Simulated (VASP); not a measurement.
# Ca3Zr2N (P-4m2) in VASP: notebook

The runs below take Ca3Zr2N through single point, relaxation of cell and atoms, with PBE.

Program: VASP 6.6.1. These are calculated values, not measurements. Logs are shortened: lines on timing, memory, paths and dates and some standing lists are left out, and cuts for length are marked.

### 1 The cell of the first run

The structure is tetragonal, space group P-4m2 (No. 115). Conventional cell: a = 3.383 Å, b = 3.383 Å, c = 13.076 Å, α = 90.00°, β = 90.00°, γ = 90.00°. Within 4.4 Å of Ca (site symmetry 2mm) lie 8 Ca at 3.38 to 4.04 Å and 4 Zr at 3.48 Å. Ca (site symmetry -4m2) has 4 N at 2.39 Å and 4 Zr at 2.92 Å within 3.2 Å. Zr (site symmetry 2mm) has 6 Ca at 2.92 to 3.48 Å and 2 N at 2.92 Å and 4 Zr at 3.38 Å within 3.8 Å. Within 3.2 Å of N (site symmetry -4m2) lie 4 Ca at 2.39 Å and 4 Zr at 2.92 Å.

The cell was built from a structure type or drawn by symmetry, and may not be a known phase.

### 2 Single point, PBE

INCAR

```
PREC = Accurate
ENCUT = 520
EDIFF = 1E-7
ISMEAR = 0
SIGMA = 0.1
LREAL = F
LASPH = T
NELM = 80
ALGO = Normal
ISIF = 2
LWAVE = F
LCHARG = F
GGA = PE
NBANDS = 38
```

KPOINTS

```
Automatic mesh
0
Gamma
  6 6 2
```

POSCAR

```
Ca3Zr2N
1.0
    3.3826718668      0.0000000000      0.0000000000
    0.0000000000      3.3826718668      0.0000000000
    0.0000000000      0.0000000000     13.0759229775
Ca Zr N
3 2 1
Direct
    0.5000000000      0.0000000000      0.3754164644
    0.0000000000      0.5000000000      0.6245835356
    0.0000000000      0.0000000000      0.0000000000
    0.5000000000      0.0000000000      0.8183527448
    0.0000000000      0.5000000000      0.1816472552
    0.5000000000      0.5000000000      0.0000000000
```

Potentials or basis: VASP PAW PBE potentials, release 64 (Ca_sv, Zr_sv, N).

The run is started by

```bash
cat potpaw_PBE.64/Ca_sv/POTCAR potpaw_PBE.64/Zr_sv/POTCAR potpaw_PBE.64/N/POTCAR > POTCAR
mpirun -np 1 vasp_std > vasp.out
```

OUTCAR:

```text
PREC = Accurate
   ENCUT = 520
   EDIFF = 1E-7
   ISMEAR = 0
   LREAL = F
   LASPH = T
   NELM = 80
   ISIF = 2
   GGA = PE

 ion  position               nearest neighbor table
   1  0.500  0.000  0.375-   5 3.48   5 3.48   5 3.48   5 3.48
   2  0.000  0.500  0.625-   4 3.48   4 3.48   4 3.48   4 3.48
   3  0.000  0.000  0.000-   6 2.39   6 2.39   6 2.39   6 2.39   5 2.92   4 2.92   4 2.92   5 2.92

   4  0.500  0.000  0.818-   3 2.92   3 2.92   2 3.48   2 3.48   2 3.48   2 3.48
   5  0.000  0.500  0.182-   3 2.92   3 2.92   1 3.48   1 3.48   1 3.48   1 3.48
   6  0.500  0.500  0.000-   3 2.39   3 2.39   3 2.39   3 2.39

  LATTYP: Found a simple tetragonal cell.
 ALAT       =     3.3826718668
 C/A-ratio  =     3.8655605664

  Lattice vectors:

 A1 = (   3.3826718668,   0.0000000000,   0.0000000000)
 A2 = (   0.0000000000,   3.3826718668,   0.0000000000)
 A3 = (   0.0000000000,   0.0000000000,  13.0759229775)

Analysis of symmetry for initial positions (statically):
=====================================================================
 Subroutine PRICEL returns:
 Original cell was already a primitive cell.

 Routine SETGRP: Setting up the symmetry group for a
 simple tetragonal supercell.

 Subroutine GETGRP returns: Found  8 space group operations
 (whereof  8 operations were pure point group operations)
 out of a pool of 16 trial point group operations.

The static configuration has the point symmetry D_2d.

Analysis of symmetry for dynamics (positions and initial velocities):
=====================================================================
 Subroutine PRICEL returns:
 Original cell was already a primitive cell.

 Routine SETGRP: Setting up the symmetry group for a
 simple tetragonal supercell.

 Subroutine GETGRP returns: Found  8 space group operations
 (whereof  8 operations were pure point group operations)
 out of a pool of 16 trial point group operations.

The dynamic configuration has the point symmetry D_2d.

 Subroutine INISYM returns: Found  8 space group operations
 (whereof  8 operations are pure point group operations),
 and found     1 'primitive' translations

----------------------------------------------------------------------------------------

                                     Primitive cell

  volume of cell :     149.6208

  direct lattice vectors                    reciprocal lattice vectors
     3.382671867  0.000000000  0.000000000     0.295624299  0.000000000  0.000000000
     0.000000000  3.382671867  0.000000000     0.000000000  0.295624299  0.000000000
     0.000000000  0.000000000 13.075922977     0.000000000  0.000000000  0.076476437

  length of vectors
     3.382671867  3.382671867 13.075922977     0.295624299  0.295624299  0.076476437

  position of ions in fractional coordinates (direct lattice)
     0.500000000  0.000000000  0.375416464
     0.000000000  0.500000000  0.624583536
     0.000000000  0.000000000  0.000000000
     0.500000000  0.000000000  0.818352745
     0.000000000  0.500000000  0.181647255
     0.500000000  0.500000000  0.000000000

  ion indices of the primitive-cell ions
   primitive index   ion index
                 1           1
                 2           2
                 3           3
                 4           4
                 5           5
                 6           6

----------------------------------------------------------------------------------------

 KPOINTS: Automatic mesh

Automatic generation of k-mesh.
 Grid dimensions read from file:
 generate k-points for:    6    6    2

 Generating k-lattice:

  Cartesian coordinates                     Fractional coordinates (reciprocal lattice)
     0.049270717  0.000000000  0.000000000     0.166666667  0.000000000  0.000000000
     0.000000000  0.049270717  0.000000000     0.000000000  0.166666667  0.000000000
     0.000000000  0.000000000  0.038238219     0.000000000  0.000000000  0.500000000

  Length of vectors
     0.049270717  0.049270717  0.038238219

  Shift w.r.t. Gamma in fractional coordinates (k-lattice)
     0.000000000  0.000000000  0.000000000

 Subroutine IBZKPT returns following result:
 ===========================================

 Found     20 irreducible k-points:

 Following reciprocal coordinates:
            Coordinates               Weight
  0.000000  0.000000  0.000000      1.000000
  0.166667  0.000000  0.000000      4.000000
  0.333333  0.000000  0.000000      4.000000
  0.500000  0.000000  0.000000      2.000000
  0.166667  0.166667  0.000000      4.000000
  0.333333  0.166667  0.000000      8.000000
[... 12 lines left out ...]
  0.500000  0.333333  0.500000      4.000000
  0.500000  0.500000  0.500000      1.000000
   k-points           NKPTS =     20   k-points in BZ     NKDIM =     20   number of bands    NBANDS=     38
   number of dos      NEDOS =    301   number of ions     NIONS =      6
   total plane-waves  NPLWV =  76832
   dimension x,y,z NGX =    28 NGY =   28 NGZ =   98
   dimension x,y,z NGXF=    56 NGYF=   56 NGZF=  196
   ions per type =               3   2   1
   NGX,Y,Z   is equivalent  to a cutoff of  13.76, 13.76, 12.46 a.u.
   NGXF,Y,Z  is equivalent  to a cutoff of  27.52, 27.52, 24.92 a.u.
 SYSTEM =  unknown system
   PREC   = accura    normal or accurate (medium, high low for compatibility)
   ISTART =      0    job   : 0-new  1-cont  2-samecut
   ICHARG =      2    charge: 1-file 2-atom 10-const
   ISPIN  =      1    spin polarized calculation?
   LNONCOLLINEAR =      F non collinear calculations
   LSORBIT =      F    spin-orbit coupling
   LASPH  =      T    aspherical Exc in radial PAW
   ENCUT  =  520.0 eV  38.22 Ry    6.18 a.u.   6.29  6.29 24.31*2*pi/ulx,y,z
   NELM   =     80;   NELMIN=  2; NELMDL= -5     # of ELM steps
   EDIFF  = 0.1E-06   stopping-criterion for ELM
   LREAL  =      F    real-space projection
   EDIFFG = 0.1E-05   stopping-criterion for IOM
   NSW    =      0    number of steps for IOM
   IBRION =     -1    ionic relax: 0-MD 1-quasi-New 2-CG
   NFREE  =      0    steps in history (QN), initial steepest desc. (CG)
   ISIF   =      2    stress and relaxation
   ISYM   =      2    0-nonsym 1-usesym 2-fastsym
   POTIM  = 0.5000    time-step for ionic-motion
   TEBEG  =    0.0;   TEEND  =   0.0 temperature during run
   PSTRESS=    0.0 pullay stress
   NELECT =      59.0000    total number of electrons
   NUPDOWN=      -1.0000    fix difference up-down
   EMIN   =  10.00;   EMAX   =-10.00  energy-range for DOS
   EFERMI =   0.00;   METHOD = LEGACY
   ISMEAR =     0;   SIGMA  =   0.10  broadening in eV -4-tet -1-fermi 0-gaus
   EFERMI_NEDOS =   21; number of points for ismear=-14 and -15
   IALGO  =     38    algorithm
   IMIX   =      4    mixing-type and parameters
     AMIX     =   0.40;   BMIX     =  1.00
     AMIX_MAG =   1.60;   BMIX_MAG =  1.00
  volume/ion in A,a.u.               =      24.94       168.28
  Fermi-wavevector in a.u.,A,eV,Ry     =   1.200498  2.268612 19.608657  1.441196
  Thomas-Fermi vector in A             =   2.336332
   LORBIT       =      0    0 simple, 1 ext, 2 COOP (PROOUT), +10 PAW based schemes
   GGA     = PE    functional components
   LHFCALC =     F    Hartree Fock is set to
   AEXX    =    0.0000 exact exchange contribution
   IVDW    =     0    specifies the selected vdW correction
   LEPSILON=     F    determine dielectric tensor
   LRPA    =     F    only Hartree local field effects (RPA)
 non-spin polarized calculation
 Gauss-broadening in eV      SIGMA  =   0.10
  energy-cutoff  :      520.00
  volume of cell :      149.62
 maximum number of plane-waves:      4062
 NGX is ok and might be reduce to    28
   NGX = 13   NGY = 13   NGZ = 49

 number of electron      59.0000002 magnetization

 Free energy of the ion-electron system (eV)
  ---------------------------------------------------
  ext. energy  EPLUGINS =         0.00000000
  ---------------------------------------------------
  free energy    TOTEN  =       -28.99533058 eV

  energy without entropy =      -28.93464690  energy(sigma->0) =      -28.96498874

 E-fermi :   4.6628     XC(G=0):  -9.5561

 val. band max:        4.6333951983   @ k =   0.3333   0.0000   0.5000
 cond. band min:       4.6640543693   @ k =   0.5000   0.0000   0.0000
 fundamental gap:      0.0306591710
 Fermi energy:         4.6627538243

 k-point     1 :       0.0000    0.0000    0.0000
  band No.  band energies     occupation
      1     -44.5906      2.00000
      2     -44.5902      2.00000
      3     -36.4524      2.00000
      4     -36.4461      2.00000
      5     -34.4023      2.00000
      6     -22.7481      2.00000
[... 30 lines left out ...]
     37       7.0167      0.00000
     38       7.0347      0.00000

 k-point     2 :       0.1667    0.0000    0.0000
  band No.  band energies     occupation
      1     -44.5848      2.00000
      2     -44.5844      2.00000
      3     -36.4446      2.00000
      4     -36.4391      2.00000
      5     -34.3929      2.00000
      6     -22.7383      2.00000
[... 30 lines left out ...]
     37       6.8439      0.00000
     38       7.0088      0.00000

 k-point     3 :       0.3333    0.0000    0.0000
  band No.  band energies     occupation
      1     -44.5733      2.00000
      2     -44.5725      2.00000
      3     -36.4285      2.00000
      4     -36.4254      2.00000
      5     -34.3739      2.00000
      6     -22.7181      2.00000
[... 30 lines left out ...]
     37       6.6592      0.00000
     38       6.7023      0.00000

 k-point     4 :       0.5000    0.0000    0.0000
  band No.  band energies     occupation
      1     -44.5675      2.00000
      2     -44.5665      2.00000
      3     -36.4195      2.00000
      4     -36.4194      2.00000
      5     -34.3644      2.00000
      6     -22.7139      2.00000
[... 30 lines left out ...]
     37       6.6058      0.00000
     38       6.6428      0.00000
[... 539 lines left out ...]
      4     -36.4044      2.00000
      5     -34.3472      2.00000
      6     -22.6906      2.00000
[... 30 lines left out ...]
     37       6.6604      0.00000
     38       6.9510      0.00000

 k-point    19 :       0.5000    0.3333    0.5000
  band No.  band energies     occupation
      1     -44.5499      2.00000
      2     -44.5497      2.00000
      3     -36.3979      2.00000
      4     -36.3978      2.00000
      5     -34.3383      2.00000
      6     -22.6838      2.00000
[... 30 lines left out ...]
     37       6.9547      0.00000
     38       7.2611      0.00000

 k-point    20 :       0.5000    0.5000    0.5000
  band No.  band energies     occupation
      1     -44.5440      2.00000
      2     -44.5440      2.00000
      3     -36.3906      2.00000
      4     -36.3906      2.00000
      5     -34.3295      2.00000
      6     -22.6770      2.00000
[... 30 lines left out ...]
     37       6.5847      0.00000
     38       8.0587      0.00000

------------------------ aborting loop because EDIFF is reached ----------------------------------------

  FORCE on cell =-STRESS in cart. coord.  units (eV):
  Direction    XX          YY          ZZ          XY          YZ          ZX
  --------------------------------------------------------------------------------------
  -------------------------------------------------------------------------------------
  Total        0.1215759      0.1215759      0.0565097      0.0000000      0.0000000     -0.0000000
  in kB        1.3018652      1.3018652      0.6051196      0.0000000      0.0000000     -0.0000000
  external PRESSURE =       1.0696166 kB  Pullay stress =       0.0000000 kB

 VOLUME and BASIS-vectors are now :
 -----------------------------------------------------------------------------
  energy-cutoff  :      520.00
  volume of cell :      149.62
      direct lattice vectors                 reciprocal lattice vectors
     3.382671867  0.000000000  0.000000000     0.295624299  0.000000000  0.000000000
     0.000000000  3.382671867  0.000000000     0.000000000  0.295624299  0.000000000
     0.000000000  0.000000000 13.075922977     0.000000000  0.000000000  0.076476437

 POSITION                                       TOTAL-FORCE (eV/Angst)
 -----------------------------------------------------------------------------------
      1.69134      0.00000      4.90892         0.000000     -0.000000      0.011981
      0.00000      1.69134      8.16701         0.000000      0.000000     -0.011981
      0.00000      0.00000      0.00000         0.000000     -0.000000      0.000000
      1.69134      0.00000     10.70072        -0.000000     -0.000000     -0.005464
      0.00000      1.69134      2.37521        -0.000000     -0.000000      0.005464
      1.69134      1.69134      0.00000         0.000000      0.000000      0.000000
 -----------------------------------------------------------------------------------
    total drift:                                0.000000      0.000000     -0.000000

  FREE ENERGIE OF THE ION-ELECTRON SYSTEM (eV)
  ---------------------------------------------------
  free  energy   TOTEN  =       -28.9953305771 eV

  energy  without entropy=      -28.9346468966  energy(sigma->0) =      -28.96498874
```

It took 2.5 min on 1 thread of Oxide Virtual Turin-like, shared host; peak memory 0.29 GiB.

Results:

- Free energy: -28.9953 eV
- Pressure: 0.1 GPa
- Largest force: 0.012 eV/Å
- Band gap on the k mesh: zero (an odd number of electrons rules out a gap without spin polarisation)

Forces on the atoms (eV/Å):
```
Ca   0.000  0.000  0.012
Ca   0.000  0.000 -0.012
Ca   0.000  0.000  0.000
Zr   0.000  0.000 -0.005
Zr   0.000  0.000  0.005
N    0.000  0.000  0.000
```

(Part 1 of 3 ends here.)
